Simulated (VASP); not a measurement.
Cu: single point with PBE

Cu:

```
Cu
1.0
    -1.44279    1.44279    1.37608
     1.44279   -1.44279    1.37608
     1.44279    1.44279   -1.37608
Cu
1
Direct
  0.00000 0.00000 0.00000
```

```json
{
 "Program": "VASP 6.6.1",
 "Task": "single point",
 "Functional": "PBE",
 "Potentials or basis": "VASP PAW PBE potentials, release 64 (Cu)",
 "Cutoff": "520 eV",
 "k mesh": "20 × 20 × 20",
 "Occupations": "tetrahedron",
 "Spin": "no spin polarisation",
 "Dipole correction": "no",
 "Further INCAR settings": "ALGO = Fast; EDIFF = 1e-06; NBANDS = 12"
}
```

```yaml
Pressure: 8.1 GPa
Band_gap_on_the_k_mesh: zero (an odd number of electrons rules out a gap without spin polarisation)
```

Levels at points of the mesh, in eV from the Fermi level:
```
           k point  band 3  band 4  band 5  band 6  band 7  band 8  band 9  band 10
(0.00, 0.00, 0.00)   -3.15   -3.15   -2.28   -2.08   24.85   24.85   26.09    28.92
(0.50, 0.00, 0.00)   -2.20   -1.97   -1.40   -0.56    4.68   17.33   17.46    21.34
(0.50, 0.50, 0.00)   -2.36   -2.11   -1.43   -0.93    4.15   18.58   18.89    22.51
(0.50, 0.50, 0.50)   -1.60   -1.60   -1.55    7.72    7.72    9.56   13.33    13.97
```

Run time: 44 s on 1 thread of Intel(R) Xeon(R) 6975P-C (Granite Rapids), with other jobs on the host, peak memory 0.23 GiB.

Caveat: the cell stands under pressure; tetrahedron occupations give inexact forces and stress in metals.
